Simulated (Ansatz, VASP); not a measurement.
## Two plane-wave programs on Rh

```
Rh
1.0
     0.00000    1.99663    1.90155
     1.99663    0.00000    1.90155
     1.99663    1.99663    0.00000
Rh
1
Cartesian
  0.0000 0.0000 0.0000
```

Change from the starting cell: strain +0.050 along x and y, +0.000 along z, atoms carried along.

Alike in both runs: task single point; functional LDA; k mesh 22 × 22 × 22; occupations gaussian, width 0.15 eV; no spin polarisation.

|  | VASP | Ansatz |
| --- | --- | --- |
| version | VASP 6.6.1 | Ansatz 0.2.0 |
| potentials or method | VASP PAW LDA potentials, release 64 (Rh_pv), cutoff 520 eV | scalar-relativistic, plane waves, PAW |
| valence electrons in the cell | 15 | 17 |

```tsv
	VASP	Ansatz	Ansatz less VASP
gap on the k mesh at the Fermi level (eV)	none	none	-
pressure (GPa)	-29.8	-30.2	-0.45
traceless stress, the component that is largest in VASP (GPa)	5.69	5.71	+0.013
```

LDA's correlation is that of Perdew and Zunger in VASP and of Perdew and Wang (1992) in Ansatz. A gap of «none» marks a metal or a gap that the smearing closes. Both programs put the cell under strong tension, so it lies far from rest at this level. VASP's potentials hold 15 valence electrons a cell and Ansatz's 17, so a difference there can come from the potentials and not from the codes.
